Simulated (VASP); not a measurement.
Set up this calculation in VASP 6.6.1, as the native input.

- Task: relaxation of cell and atoms
- Functional: LDA
- Potentials or basis: VASP PAW LDA potentials, release 64 (Ag)
- Cutoff: 600 eV
- k mesh: 24 × 24 × 24
- Occupations: fermi-dirac, width 0.05 eV
- Spin: no spin polarisation
- Target pressure: 10 GPa
- Dipole correction: no
- Further INCAR settings: ALGO = Normal; EDIFF = 1e-06; IBRION = 2; EDIFFG = -0.002; NSW = 100; ISIF = 3

The structure of Ag lies in POSCAR:

```
Ag
1.0
    0.0000000000      2.0004778691      2.0004778691
    2.0004778691      0.0000000000      2.0004778691
    2.0004778691      2.0004778691      0.0000000000
Ag
1
Direct
    0.0000000000      0.0000000000      0.0000000000
```

These files were run (other wordings do the same):

INCAR

```
PREC = Accurate
ENCUT = 600
EDIFF = 1E-6
ISMEAR = -1
SIGMA = 0.05
LREAL = False
LASPH = True
NELM = 60
ALGO = Normal
ISIF = 3
LWAVE = False
LCHARG = False
GGA = CA
IBRION = 2
NSW = 100
EDIFFG = -0.002
PSTRESS = 100.0
```

KPOINTS

```
regular mesh
0
Gamma
  24 24 24
```

Potentials or basis: VASP PAW LDA potentials, release 64 (Ag).

The run is started by

```bash
$ cat potpaw_LDA.64/Ag/POTCAR > POTCAR
$ mpirun -np 1 vasp_std > vasp.out
```

It gave:

```yaml
Relaxed_volume: 15.08 Å³/atom
Relaxed_cell: a = 2.773 Å, b = 2.773 Å, c = 2.773 Å, α = 60.00°, β = 60.00°, γ = 60.00°
Space_group_after_relaxing_to_0.1_Å: Fm-3m (No. 225)
Energy_change_on_relaxing_the_run_minimises_the_enthalpy: +27.5 meV/atom
Ionic_steps: 7
Pressure_after_relaxing: 10.0 GPa
Band_gap_on_the_k_mesh: zero (an odd number of electrons rules out a gap without spin polarisation)
```

Caveat: the cell is relaxed towards a set pressure, so the run minimises the enthalpy, not the energy.

Run time: 2.1 min on 1 thread of AMD EPYC 9R45 96-Core Processor (Zen 5), with other jobs on the host, peak memory 0.18 GiB.
